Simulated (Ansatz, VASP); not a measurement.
# TiAl3: VASP beside Ansatz

```
CELL_PARAMETERS angstrom
3.95567 0.00000 0.00000
0.00000 3.95567 0.00000
0.00000 0.00000 4.03478
ATOMIC_POSITIONS crystal
Ti 0.00000 0.00000 0.00000
Al 0.00000 0.50000 0.50000
Al 0.50000 0.00000 0.50000
Al 0.50000 0.50000 0.00000
```

Alike in both runs: task single point; functional PBEsol; k mesh 6 × 6 × 6; occupations fermi-dirac, width 0.05 eV; no spin polarisation.

|  | VASP | Ansatz |
| --- | --- | --- |
| version | VASP 6.6.1 | Ansatz 0.2.0 |
| potentials or method | VASP PAW PBE potentials, release 64 (Ti_sv, Al) | Ansatz PAW |
| plane-wave cutoff (eV) | 520 | 420 |
| valence electrons in the cell | 21 | 21 |

```csv
,VASP,Ansatz,Ansatz less VASP
gap on the k mesh at the Fermi level (eV),none,none,-
pressure (GPa),-2.5,-2.6,-0.11
"traceless stress, the component that is largest in VASP (GPa)",-1.79,-1.79,+0.004
```

VASP's potentials were made for PBE, not for PBEsol. A gap of «none» marks a metal or a gap that the smearing closes. With one functional, cell and mesh, what is left measures potentials, basis and numerics.
